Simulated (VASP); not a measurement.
# CoRe2 (R-3m) in VASP: single point with PBE

Aim: the single point of CoRe2 with PBE.

Program: VASP 6.6.1. These are calculated values, not measurements. Logs are shortened: lines on timing, memory, paths and dates and some standing lists are left out, and cuts for length are marked.

## Step 1: The cell of the first run

Symmetry: R-3m, No. 166, trigonal system. The conventional cell has a = 2.720 Å, b = 2.720 Å, c = 19.161 Å, α = 90.00°, β = 90.00°, γ = 120.00°. Within 3.4 Å of Co (site symmetry -3m) lie 6 Re at 2.61 Å and 6 Co at 2.72 Å. Re (site symmetry 3m) has 3 Co at 2.61 Å and 9 Re at 2.71 to 2.72 Å within 3.4 Å.

## Step 2: Single point, PBE

INCAR

```
PREC = Accurate
ENCUT = 520
EDIFF = 1E-6
ISMEAR = 0
SIGMA = 0.1
LREAL = False
LASPH = True
NELM = 60
ALGO = Fast
ISIF = 2
LWAVE = False
LCHARG = False
GGA = PE
NBANDS = 18
```

KPOINTS

```
regular mesh
0
Gamma
  18 18 18
```

POSCAR

```
CoRe2
1.0
    1.3599715209      0.7851799237      6.3869689294
   -1.3599715209      0.7851799237      6.3869689294
    0.0000000000     -1.5703598474      6.3869689294
Co Re
1 2
Direct
    0.0000000000      0.0000000000      0.0000000000
    0.7755548658      0.7755548658      0.7755548658
    0.2244451342      0.2244451342      0.2244451342
```

Potentials or basis: VASP PAW PBE potentials, release 64 (Co, Re).

On the command line:

```sh
cat potpaw_PBE.64/Co/POTCAR potpaw_PBE.64/Re/POTCAR > POTCAR
mpirun -np 1 vasp_std > vasp.out
```

OUTCAR:

```text
PREC = Accurate
   ENCUT = 520
   EDIFF = 1E-6
   ISMEAR = 0
   LREAL = False
   LASPH = True
   NELM = 60
   ISIF = 2
   GGA = PE

 ion  position               nearest neighbor table
   1  0.000  0.000  0.000-   2 2.61   2 2.61   3 2.61   3 2.61   2 2.61   3 2.61
   2  0.776  0.776  0.776-   1 2.61   1 2.61   1 2.61   3 2.71   3 2.71   3 2.71
   3  0.224  0.224  0.224-   1 2.61   1 2.61   1 2.61   2 2.71   2 2.71   2 2.71

  LATTYP: Found a trigonal (rhomboedric) cell.
 ALAT       =     6.5771880128
 COS(alpha) =     0.9144915350

  Lattice vectors:

 A1 = (   1.3599715209,   0.7851799237,   6.3869689294)
 A2 = (  -1.3599715209,   0.7851799237,   6.3869689294)
 A3 = (   0.0000000000,  -1.5703598474,   6.3869689294)

Analysis of symmetry for initial positions (statically):
=====================================================================
 Subroutine PRICEL returns:
 Original cell was already a primitive cell.

 Routine SETGRP: Setting up the symmetry group for a
 trigonal (rhombohedral) supercell.

 Subroutine GETGRP returns: Found 12 space group operations
 (whereof 12 operations were pure point group operations)
 out of a pool of 12 trial point group operations.

The static configuration has the point symmetry D_3d.

Analysis of symmetry for dynamics (positions and initial velocities):
=====================================================================
 Subroutine PRICEL returns:
 Original cell was already a primitive cell.

 Routine SETGRP: Setting up the symmetry group for a
 trigonal (rhombohedral) supercell.

 Subroutine GETGRP returns: Found 12 space group operations
 (whereof 12 operations were pure point group operations)
 out of a pool of 12 trial point group operations.

The dynamic configuration has the point symmetry D_3d.

 Subroutine INISYM returns: Found 12 space group operations
 (whereof 12 operations are pure point group operations),
 and found     1 'primitive' translations

----------------------------------------------------------------------------------------

                                     Primitive cell

  volume of cell :      40.9209

  direct lattice vectors                    reciprocal lattice vectors
     1.359971521  0.785179924  6.386968929     0.367654758  0.212265573  0.052189597
    -1.359971521  0.785179924  6.386968929    -0.367654758  0.212265573  0.052189597
     0.000000000 -1.570359847  6.386968929     0.000000000 -0.424531147  0.052189597

  length of vectors
     6.577188013  6.577188013  6.577188013     0.427727072  0.427727072  0.427727072

  position of ions in fractional coordinates (direct lattice)
     0.000000000  0.000000000  0.000000000
     0.775554866  0.775554866  0.775554866
     0.224445134  0.224445134  0.224445134

  ion indices of the primitive-cell ions
   primitive index   ion index
                 1           1
                 2           2
                 3           3

----------------------------------------------------------------------------------------

 KPOINTS: regular mesh

Automatic generation of k-mesh.
 Grid dimensions read from file:
 generate k-points for:   18   18   18

 Generating k-lattice:

  Cartesian coordinates                     Fractional coordinates (reciprocal lattice)
     0.020425264  0.011792532  0.002899422     0.055555556  0.000000000 -0.000000000
    -0.020425264  0.011792532  0.002899422     0.000000000  0.055555556 -0.000000000
     0.000000000 -0.023585064  0.002899422    -0.000000000 -0.000000000  0.055555556

  Length of vectors
     0.023762615  0.023762615  0.023762615

  Shift w.r.t. Gamma in fractional coordinates (k-lattice)
     0.000000000  0.000000000  0.000000000

 Subroutine IBZKPT returns following result:
 ===========================================

 Found    580 irreducible k-points:

 Following reciprocal coordinates:
            Coordinates               Weight
  0.000000  0.000000  0.000000      1.000000
  0.055556 -0.000000  0.000000      6.000000
  0.111111 -0.000000  0.000000      6.000000
  0.166667 -0.000000 -0.000000      6.000000
  0.222222  0.000000  0.000000      6.000000
  0.277778  0.000000  0.000000      6.000000
[... 16 lines left out ...]
 -0.277778  0.055556 -0.000000     12.000000
 -0.222222  0.055556  0.000000     12.000000
 [... further k-points ...]
   k-points           NKPTS =    580   k-points in BZ     NKDIM =    580   number of bands    NBANDS=     18
   number of dos      NEDOS =    301   number of ions     NIONS =      3
   total plane-waves  NPLWV = 125000
   dimension x,y,z NGX =    50 NGY =   50 NGZ =   50
   dimension x,y,z NGXF=   100 NGYF=  100 NGZF=  100
   ions per type =               1   2
   NGX,Y,Z   is equivalent  to a cutoff of  12.64, 12.64, 12.64 a.u.
   NGXF,Y,Z  is equivalent  to a cutoff of  25.28, 25.28, 25.28 a.u.
 SYSTEM =  unknown system
   PREC   = accura    normal or accurate (medium, high low for compatibility)
   ISTART =      0    job   : 0-new  1-cont  2-samecut
   ICHARG =      2    charge: 1-file 2-atom 10-const
   ISPIN  =      1    spin polarized calculation?
   LNONCOLLINEAR =      F non collinear calculations
   LSORBIT =      F    spin-orbit coupling
   LASPH  =      T    aspherical Exc in radial PAW
   ENCUT  =  520.0 eV  38.22 Ry    6.18 a.u.  12.23 12.23 12.23*2*pi/ulx,y,z
   NELM   =     60;   NELMIN=  2; NELMDL= -5     # of ELM steps
   EDIFF  = 0.1E-05   stopping-criterion for ELM
   LREAL  =      F    real-space projection
   EDIFFG = 0.1E-04   stopping-criterion for IOM
   NSW    =      0    number of steps for IOM
   IBRION =     -1    ionic relax: 0-MD 1-quasi-New 2-CG
   NFREE  =      0    steps in history (QN), initial steepest desc. (CG)
   ISIF   =      2    stress and relaxation
   ISYM   =      2    0-nonsym 1-usesym 2-fastsym
   POTIM  = 0.5000    time-step for ionic-motion
   TEBEG  =    0.0;   TEEND  =   0.0 temperature during run
   PSTRESS=    0.0 pullay stress
   NELECT =      23.0000    total number of electrons
   NUPDOWN=      -1.0000    fix difference up-down
   EMIN   =  10.00;   EMAX   =-10.00  energy-range for DOS
   EFERMI =   0.00;   METHOD = LEGACY
   ISMEAR =     0;   SIGMA  =   0.10  broadening in eV -4-tet -1-fermi 0-gaus
   EFERMI_NEDOS =   21; number of points for ismear=-14 and -15
   IALGO  =     68    algorithm
   IMIX   =      4    mixing-type and parameters
     AMIX     =   0.40;   BMIX     =  1.00
     AMIX_MAG =   1.60;   BMIX_MAG =  1.00
  volume/ion in A,a.u.               =      13.64        92.05
  Fermi-wavevector in a.u.,A,eV,Ry     =   1.351043  2.553101 24.834939  1.825317
  Thomas-Fermi vector in A             =   2.478497
   LORBIT       =      0    0 simple, 1 ext, 2 COOP (PROOUT), +10 PAW based schemes
   GGA     = PE    functional components
   LHFCALC =     F    Hartree Fock is set to
   AEXX    =    0.0000 exact exchange contribution
   IVDW    =     0    specifies the selected vdW correction
   LEPSILON=     F    determine dielectric tensor
   LRPA    =     F    only Hartree local field effects (RPA)
 non-spin polarized calculation
 RMM-DIIS sequential band-by-band and
 Gauss-broadening in eV      SIGMA  =   0.10
  energy-cutoff  :      520.00
  volume of cell :       40.92
 maximum number of plane-waves:      1116
 NGX is ok and might be reduce to    50
   NGX = 25   NGY = 25   NGZ = 25

 number of electron      23.0000002 magnetization

 Free energy of the ion-electron system (eV)
  ---------------------------------------------------
  ext. energy  EPLUGINS =         0.00000000
  ---------------------------------------------------
  free energy    TOTEN  =       -31.56482822 eV

  energy without entropy =      -31.54686329  energy(sigma->0) =      -31.55584576

 E-fermi :   8.3714     XC(G=0): -13.5348

 val. band max:        8.3709150770   @ k =  -0.4444   0.4444   0.2222
 cond. band min:       8.3715757389   @ k =  -0.2778  -0.3889   0.2222
 fundamental gap:      0.0006606618
 Fermi energy:         8.3713534241

 k-point     1 :       0.0000    0.0000    0.0000
  band No.  band energies     occupation
      1      -1.2668      2.00000
      2       1.2827      2.00000
      3       3.0425      2.00000
      4       6.5645      2.00000
      5       6.5645      2.00000
      6       6.5860      2.00000
[... 10 lines left out ...]
     17      11.2153      0.00000
     18      11.2153      0.00000

 k-point     2 :       0.0556   -0.0000    0.0000
  band No.  band energies     occupation
      1      -1.1391      2.00000
      2       1.4189      2.00000
      3       3.1225      2.00000
      4       6.2303      2.00000
      5       6.3268      2.00000
      6       6.6003      2.00000
[... 10 lines left out ...]
     17      11.2360      0.00000
     18      11.3746      0.00000

 k-point     3 :       0.1111   -0.0000    0.0000
  band No.  band energies     occupation
      1      -0.7680      2.00000
      2       1.8064      2.00000
      3       3.3426      2.00000
      4       5.7190      2.00000
      5       5.8292      2.00000
      6       6.3319      2.00000
[... 10 lines left out ...]
     17      11.2725      0.00000
     18      11.7648      0.00000

 k-point     4 :       0.1667   -0.0000   -0.0000
  band No.  band energies     occupation
      1      -0.1917      2.00000
      2       2.3659      2.00000
      3       3.6158      2.00000
      4       5.2670      2.00000
      5       5.2813      2.00000
      6       5.9813      2.00000
[... 10 lines left out ...]
     17      11.2871      0.00000
     18      12.2617      0.00000

 k-point     5 :       0.2222    0.0000    0.0000
  band No.  band energies     occupation
      1       0.5208      2.00000
      2       2.8961      2.00000
      3       3.7332      2.00000
      4       4.7404      2.00000
      5       5.0851      2.00000
      6       5.7380      2.00000
[... 10 lines left out ...]
     17      11.2711      0.00000
     18      12.8096      0.00000

 k-point     6 :       0.2778    0.0000    0.0000
  band No.  band energies     occupation
      1       1.2536      2.00000
      2       3.0694      2.00000
      3       3.6307      2.00000
      4       4.2934      2.00000
      5       5.0605      2.00000
      6       5.7880      2.00000
[... 10 lines left out ...]
     17      11.3829      0.00000
     18      13.3983      0.00000

 k-point     7 :       0.3333    0.0000    0.0000
  band No.  band energies     occupation
      1       1.8228      2.00000
      2       2.8755      2.00000
      3       3.5811      2.00000
      4       3.9216      2.00000
      5       4.9474      2.00000
      6       5.9192      2.00000
[... 10 lines left out ...]
     17      11.6381      0.00000
     18      14.0147      0.00000

 k-point     8 :       0.3889   -0.0000    0.0000
  band No.  band energies     occupation
      1       2.0822      2.00000
      2       2.5983      2.00000
      3       3.5587      2.00000
      4       3.7633      2.00000
      5       4.8377      2.00000
      6       6.0538      2.00000
[... 10 lines left out ...]
     17      12.1289      0.00000
     18      14.5926      0.00000
[... 229 lines left out ...]
     17      13.9093      0.00000
     18      14.8792      0.00000

 k-point    20 :      -0.4444    0.0556    0.0000
  band No.  band energies     occupation
      1       2.2869      2.00000
      2       2.3951      2.00000
      3       3.3707      2.00000
      4       3.9183      2.00000
      5       4.8608      2.00000
      6       6.1044      2.00000
[... 10 lines left out ...]
     17      14.0850      0.00000
     18      14.6011      0.00000

 k-point    21 :      -0.3889    0.0556   -0.0000
  band No.  band energies     occupation
      1       2.2417      2.00000
      2       2.5673      2.00000
      3       3.4697      2.00000
      4       3.8910      2.00000
      5       4.8633      2.00000
      6       6.0129      2.00000
[... 10 lines left out ...]
     17      13.2079      0.00000
     18      14.6469      0.00000

 k-point    22 :      -0.3333    0.0556    0.0000
  band No.  band energies     occupation
      1       2.0976      2.00000
      2       2.8255      2.00000
      3       3.5869      2.00000
      4       3.8746      2.00000
      5       4.9310      2.00000
      6       5.8932      2.00000
[... 10 lines left out ...]
     17      12.3030      0.00000
     18      14.1587      0.00000

 k-point    23 :      -0.2778    0.0556   -0.0000
  band No.  band energies     occupation
      1       1.6597      2.00000
      2       3.1034      2.00000
      3       3.6251      2.00000
      4       4.1207      2.00000
      5       5.0468      2.00000
      6       5.7933      2.00000
[... 10 lines left out ...]
     17      11.7428      0.00000
     18      13.5889      0.00000

 k-point    24 :      -0.2222    0.0556    0.0000
  band No.  band energies     occupation
      1       0.9685      2.00000
      2       3.1704      2.00000
      3       3.7528      2.00000
      4       4.4854      2.00000
      5       5.0473      2.00000
      6       5.6501      2.00000
[... 10 lines left out ...]
     17      11.4401      0.00000
     18      13.0495      0.00000

 [... further k-points ...]

------------------------ aborting loop because EDIFF is reached ----------------------------------------

  FORCE on cell =-STRESS in cart. coord.  units (eV):
  Direction    XX          YY          ZZ          XY          YZ          ZX
  --------------------------------------------------------------------------------------
  -------------------------------------------------------------------------------------
  Total       -0.0316156     -0.0316156     -0.1202473      0.0000000      0.0000000     -0.0000000
  in kB       -1.2378487     -1.2378487     -4.7080488      0.0000000      0.0000000     -0.0000000
  external PRESSURE =      -2.3945821 kB  Pullay stress =       0.0000000 kB

 VOLUME and BASIS-vectors are now :
 -----------------------------------------------------------------------------
  energy-cutoff  :      520.00
  volume of cell :       40.92
      direct lattice vectors                 reciprocal lattice vectors
     1.359971521  0.785179924  6.386968929     0.367654758  0.212265573  0.052189597
    -1.359971521  0.785179924  6.386968929    -0.367654758  0.212265573  0.052189597
     0.000000000 -1.570359847  6.386968929     0.000000000 -0.424531147  0.052189597

 POSITION                                       TOTAL-FORCE (eV/Angst)
 -----------------------------------------------------------------------------------
      0.00000      0.00000      0.00000         0.000000     -0.000000      0.000000
      0.00000      0.00000     14.86033         0.000000     -0.000000      0.019533
      0.00000      0.00000      4.30057         0.000000      0.000000     -0.019533
 -----------------------------------------------------------------------------------
    total drift:                               -0.000000     -0.000000      0.000000

  FREE ENERGIE OF THE ION-ELECTRON SYSTEM (eV)
  ---------------------------------------------------
  free  energy   TOTEN  =       -31.5648282166 eV

  energy  without entropy=      -31.5468632949  energy(sigma->0) =      -31.55584576
```

Wall time 48 min (1 thread of Intel Xeon Platinum 8488C (Sapphire Rapids), shared host); peak memory 0.71 GiB.

What came out:

* Free energy: -31.5648 eV
* Pressure: -0.2 GPa
* Largest force: 0.020 eV/Å
* Band gap on the k mesh: zero (an odd number of electrons rules out a gap without spin polarisation)

Forces on the atoms (eV/Å):
```
Co   0.000  0.000  0.000
Re   0.000  0.000  0.020
Re   0.000  0.000 -0.020
```

Caveat: spin-orbit coupling is left out, which moves the levels of the heavy elements; the run has no spin polarisation, though such a crystal can be magnetic.
